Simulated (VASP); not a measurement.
# LiCa16 in VASP: a series of runs, part 2 of 2

VASP 6.6.1. The steps go on from the part before.

**3. Single point, PBE+D3(BJ)**

INCAR reads:

```
  ALGO = Normal
  EDIFF = 1E-6
  ENCUT = 520
  GGA = PE
  ISIF = 2
  ISMEAR = 0
  IVDW = 12
  LASPH = T
  LCHARG = F
  LREAL = Auto
  LWAVE = F
  NBANDS = 96
  NELM = 100
  PREC = Accurate
  SIGMA = 0.15
```

KPOINTS reads:

```
k-points
0
Gamma
  2 2 1
```

POSCAR reads:

```
LiCa16
1.0
   11.1600000000      0.0000000000      0.0000000000
    0.0000000000      7.8913120000      0.0000000000
    0.0000000000      0.0000000000     16.9184840000
Ca Li
16 1
Direct
    0.2500000000      0.2500000000      0.0591070098
    0.7500000000      0.2500000000      0.0591070098
    0.2500000000      0.7500000000      0.0591070098
    0.7500000000      0.7500000000      0.0591070098
    0.0011639785      0.0009814591      0.1698693571
    0.4986824373      0.0010422855      0.1699431817
    0.0012230287      0.5025730829      0.1700806644
    0.4986784946      0.5025775182      0.1701849291
    0.2499618280      0.2547945133      0.2800422307
    0.7499796595      0.2545040673      0.2769525922
    0.2500808244      0.7548535655      0.2813278069
    0.7499536738      0.7547406566      0.2802869926
   -0.0062499104      0.0103721663      0.3917068456
    0.5060865591      0.0101661169      0.3919047357
   -0.0064293011      0.5022272595      0.3917889452
    0.5066426523      0.5022095185      0.3920171571
    0.7501608423      0.2573784942      0.4680276909
```

Potentials or basis: VASP PAW PBE potentials, release 64 (Ca_sv, Li_sv).

Command:

```bash
> cat potpaw_PBE.64/Ca_sv/POTCAR potpaw_PBE.64/Li_sv/POTCAR > POTCAR
> mpirun -np 1 vasp_std > vasp.out
```

OUTCAR:

```text
EDIFF = 1E-6
   ENCUT = 520
   GGA = PE
   ISIF = 2
   ISMEAR = 0
   IVDW = 12
   LASPH = T
   LREAL = Auto
   NELM = 100
   PREC = Accurate
 IVDW          = 12

 ion  position               nearest neighbor table
   1  0.250  0.250  0.059-
   2  0.750  0.250  0.059-
   3  0.250  0.750  0.059-
   4  0.750  0.750  0.059-
   5  0.001  0.001  0.170-
   6  0.499  0.001  0.170-
[... 9 lines left out ...]
  16  0.507  0.502  0.392-
  17  0.750  0.257  0.468-

  LATTYP: Found a simple orthorhombic cell.
 ALAT       =     7.8913120000
 B/A-ratio  =     1.4142135047
 C/A-ratio  =     2.1439380422

  Lattice vectors:

 A1 = (   0.0000000000,  -7.8913120000,   0.0000000000)
 A2 = (  11.1600000000,   0.0000000000,   0.0000000000)
 A3 = (   0.0000000000,   0.0000000000,  16.9184840000)

Analysis of symmetry for initial positions (statically):
=====================================================================
 Subroutine PRICEL returns:
 Original cell was already a primitive cell.

 Routine SETGRP: Setting up the symmetry group for a
 simple orthorhombic supercell.

 Subroutine GETGRP returns: Found  1 space group operations
 (whereof  1 operations were pure point group operations)
 out of a pool of  8 trial point group operations.

The static configuration has the point symmetry C_1 .

Analysis of symmetry for dynamics (positions and initial velocities):
=====================================================================
 Subroutine PRICEL returns:
 Original cell was already a primitive cell.

 Routine SETGRP: Setting up the symmetry group for a
 simple orthorhombic supercell.

 Subroutine GETGRP returns: Found  1 space group operations
 (whereof  1 operations were pure point group operations)
 out of a pool of  8 trial point group operations.

The dynamic configuration has the point symmetry C_1 .

 Subroutine INISYM returns: Found  1 space group operations
 (whereof  1 operations are pure point group operations),
 and found     1 'primitive' translations

----------------------------------------------------------------------------------------

                                     Primitive cell

  volume of cell :    1489.9608

  direct lattice vectors                    reciprocal lattice vectors
    11.160000000  0.000000000  0.000000000     0.089605735  0.000000000  0.000000000
     0.000000000  7.891312000  0.000000000     0.000000000  0.126721640  0.000000000
     0.000000000  0.000000000 16.918484000     0.000000000  0.000000000  0.059106951

  length of vectors
    11.160000000  7.891312000 16.918484000     0.089605735  0.126721640  0.059106951

  position of ions in fractional coordinates (direct lattice)
     0.250000000  0.250000000  0.059107010
     0.750000000  0.250000000  0.059107010
     0.250000000  0.750000000  0.059107010
     0.750000000  0.750000000  0.059107010
     0.001163979  0.000981459  0.169869357
     0.498682437  0.001042285  0.169943182
[... 9 lines left out ...]
     0.506642652  0.502209519  0.392017157
     0.750160842  0.257378494  0.468027691

  ion indices of the primitive-cell ions
   primitive index   ion index
                 1           1
                 2           2
[... 39 lines left out ...]

 Found      4 irreducible k-points:

 Following reciprocal coordinates:
            Coordinates               Weight
  0.000000  0.000000  0.000000      1.000000
  0.500000  0.000000  0.000000      1.000000
  0.000000  0.500000  0.000000      1.000000
  0.500000  0.500000  0.000000      1.000000
   k-points           NKPTS =      4   k-points in BZ     NKDIM =      4   number of bands    NBANDS=     96
   number of dos      NEDOS =    301   number of ions     NIONS =     17
   total plane-waves  NPLWV = 635040
   dimension x,y,z NGX =    84 NGY =   60 NGZ =  126
   dimension x,y,z NGXF=   168 NGYF=  120 NGZF=  252
   ions per type =              16   1
   NGX,Y,Z   is equivalent  to a cutoff of  12.51, 12.64, 12.38 a.u.
   NGXF,Y,Z  is equivalent  to a cutoff of  25.03, 25.28, 24.76 a.u.
 SYSTEM =  unknown system
   PREC   = accura    normal or accurate (medium, high low for compatibility)
   ISTART =      0    job   : 0-new  1-cont  2-samecut
   ICHARG =      2    charge: 1-file 2-atom 10-const
   ISPIN  =      1    spin polarized calculation?
   LNONCOLLINEAR =      F non collinear calculations
   LSORBIT =      F    spin-orbit coupling
   LASPH  =      T    aspherical Exc in radial PAW
   ENCUT  =  520.0 eV  38.22 Ry    6.18 a.u.  20.75 14.67 31.46*2*pi/ulx,y,z
   NELM   =    100;   NELMIN=  2; NELMDL= -5     # of ELM steps
   EDIFF  = 0.1E-05   stopping-criterion for ELM
   LREAL  =      T    real-space projection
   EDIFFG = 0.1E-04   stopping-criterion for IOM
   NSW    =      0    number of steps for IOM
   IBRION =     -1    ionic relax: 0-MD 1-quasi-New 2-CG
   NFREE  =      0    steps in history (QN), initial steepest desc. (CG)
   ISIF   =      2    stress and relaxation
   ISYM   =      2    0-nonsym 1-usesym 2-fastsym
   POTIM  = 0.5000    time-step for ionic-motion
   TEBEG  =    0.0;   TEEND  =   0.0 temperature during run
   PSTRESS=    0.0 pullay stress
   NELECT =     163.0000    total number of electrons
   NUPDOWN=      -1.0000    fix difference up-down
   EMIN   =  10.00;   EMAX   =-10.00  energy-range for DOS
   EFERMI =   0.00;   METHOD = LEGACY
   ISMEAR =     0;   SIGMA  =   0.15  broadening in eV -4-tet -1-fermi 0-gaus
   EFERMI_NEDOS =   21; number of points for ismear=-14 and -15
   IALGO  =     38    algorithm
   IMIX   =      4    mixing-type and parameters
     AMIX     =   0.40;   BMIX     =  1.00
     AMIX_MAG =   1.60;   BMIX_MAG =  1.00
  volume/ion in A,a.u.               =      87.64       591.46
  Fermi-wavevector in a.u.,A,eV,Ry     =   0.782971  1.479601  8.340967  0.613044
  Thomas-Fermi vector in A             =   1.886804
   LORBIT       =      0    0 simple, 1 ext, 2 COOP (PROOUT), +10 PAW based schemes
   GGA     = PE    functional components
   LHFCALC =     F    Hartree Fock is set to
   AEXX    =    0.0000 exact exchange contribution
   IVDW    =    12    specifies the selected vdW correction
   LEPSILON=     F    determine dielectric tensor
   LRPA    =     F    only Hartree local field effects (RPA)
 non-spin polarized calculation
 Gauss-broadening in eV      SIGMA  =   0.15
  energy-cutoff  :      520.00
  volume of cell :     1489.96
 maximum number of plane-waves:     40159
 NGX is ok and might be reduce to    84
   NGX = 41   NGY = 29   NGZ = 63

 number of electron     162.9999968 magnetization

 Free energy of the ion-electron system (eV)
  ---------------------------------------------------
  ext. energy  EPLUGINS =         0.00000000
  ---------------------------------------------------
  free energy    TOTEN  =       -27.31980880 eV

  energy without entropy =      -27.14700401  energy(sigma->0) =      -27.23340640

 E-fermi :  -0.4236     XC(G=0):  -4.6237

 val. band max:       -0.4368740356   @ k =   0.5000   0.0000   0.0000
 cond. band min:      -0.4025289319   @ k =   0.0000   0.5000   0.0000
 fundamental gap:      0.0343451036
 Fermi energy:        -0.4235534833

 k-point     1 :       0.0000    0.0000    0.0000
  band No.  band energies     occupation
      1     -47.8428      2.00000
      2     -43.2276      2.00000
      3     -43.2235      2.00000
      4     -43.2010      2.00000
      5     -43.1796      2.00000
      6     -43.1052      2.00000
[... 373 lines left out ...]
     92       0.1343      0.00000
     93       0.1984      0.00000
 [bands above 93 left out]

------------------------ aborting loop because EDIFF is reached ----------------------------------------

 Edisp (eV)   -2.60434

 E8    (eV) :    -1.3566

  FORCE on cell =-STRESS in cart. coord.  units (eV):
  Direction    XX          YY          ZZ          XY          YZ          ZX
  --------------------------------------------------------------------------------------
  -------------------------------------------------------------------------------------
  Total      -8.03105    -3.39938    -0.23146    -0.00318    -0.08481    -0.00229
  in kB      -8.63591    -3.65541    -0.24889    -0.00342    -0.09120    -0.00246
  external pressure =       -4.18 kB  Pullay stress =        0.00 kB

 VOLUME and BASIS-vectors are now :
 -----------------------------------------------------------------------------
  energy-cutoff  :      520.00
  volume of cell :     1489.96
      direct lattice vectors                 reciprocal lattice vectors
    11.160000000  0.000000000  0.000000000     0.089605735  0.000000000  0.000000000
     0.000000000  7.891312000  0.000000000     0.000000000  0.126721640  0.000000000
     0.000000000  0.000000000 16.918484000     0.000000000  0.000000000  0.059106951

 POSITION                                       TOTAL-FORCE (eV/Angst)
 -----------------------------------------------------------------------------------
      2.79000      1.97283      1.00000        -0.000156      0.004033     -0.017134
      8.37000      1.97283      1.00000        -0.001017      0.003406     -0.000393
      2.79000      5.91848      1.00000         0.000012      0.004679     -0.018843
      8.37000      5.91848      1.00000        -0.001173      0.003741      0.024706
      0.01299      0.00774      2.87393         0.002834     -0.000150      0.000503
      5.56530      0.00823      2.87518         0.000747     -0.000221      0.000023
[... 9 lines left out ...]
      5.65413      3.96309      6.63234        -0.004241     -0.001518      0.000944
      8.37180      2.03105      7.91832        -0.002661     -0.006335      0.006094
 -----------------------------------------------------------------------------------
    total drift:                               -0.002039      0.000868     -0.000738

  FREE ENERGIE OF THE ION-ELECTRON SYSTEM (eV)
  ---------------------------------------------------
  free  energy   TOTEN  =       -29.9241456745 eV

  energy  without entropy=      -29.7513408914  energy(sigma->0) =      -29.83774328
```

Run time: 22 min. Hardware: 1 thread of Intel Xeon Platinum 8259CL at 2.50GHz (Skylake/Cascade Lake), shared host; peak memory 1.3 GiB.

What came out:

```
Free energy                : -29.9241 eV
Largest force              : 0.025 eV/Å
Band gap on the k mesh     : zero (an odd number of electrons rules out a gap without spin polarisation)
Dispersion energy per atom : -0.153 eV
```

Forces on the atoms (eV/Å):
```
Ca   0.000  0.004 -0.017
Ca  -0.001  0.003  0.000
Ca   0.000  0.005 -0.019
Ca  -0.001  0.004  0.025
Ca   0.003  0.000  0.001
Ca   0.001  0.000  0.000
Ca   0.003  0.000 -0.005
Ca   0.000  0.000 -0.006
Ca   0.001 -0.001  0.000
Ca  -0.001  0.001 -0.002
Ca  -0.002 -0.005  0.002
Ca   0.000 -0.001 -0.001
Ca  -0.004 -0.003  0.007
Ca   0.008  0.000  0.004
Ca   0.002  0.000  0.005
Ca  -0.004 -0.002  0.001
Li  -0.003 -0.006  0.006
```

Levels at points of the mesh, in eV from the Fermi level:
| k point | band 79 | band 80 | band 81 | band 82 | band 83 | band 84 |
| --- | --- | --- | --- | --- | --- | --- |
| (0.00, 0.00, 0.00) | -0.26 | -0.22 | -0.21 | -0.16 | 0.06 | 0.16 |
| (0.50, 0.00, 0.00) | -0.30 | -0.21 | -0.19 | -0.15 | -0.01 | 0.18 |
| (0.00, 0.50, 0.00) | -0.54 | 0.02 | 0.05 | 0.17 | 0.22 | 0.32 |
| (0.50, 0.50, 0.00) | -0.42 | -0.36 | -0.29 | 0.08 | 0.13 | 0.14 |

Caveat: the k points lie up to 0.40 Å⁻¹ apart, too coarse for converged energies and pressures of a metal; the cutoff is under 1.25 times the usual one of these potentials, so pressure, stress and relaxed cells hold a basis-set (Pulay) error; there is no dipole correction, which matters where the two faces differ.

The gap in the log of VASP goes by the Fermi energy; the results here count the filled bands.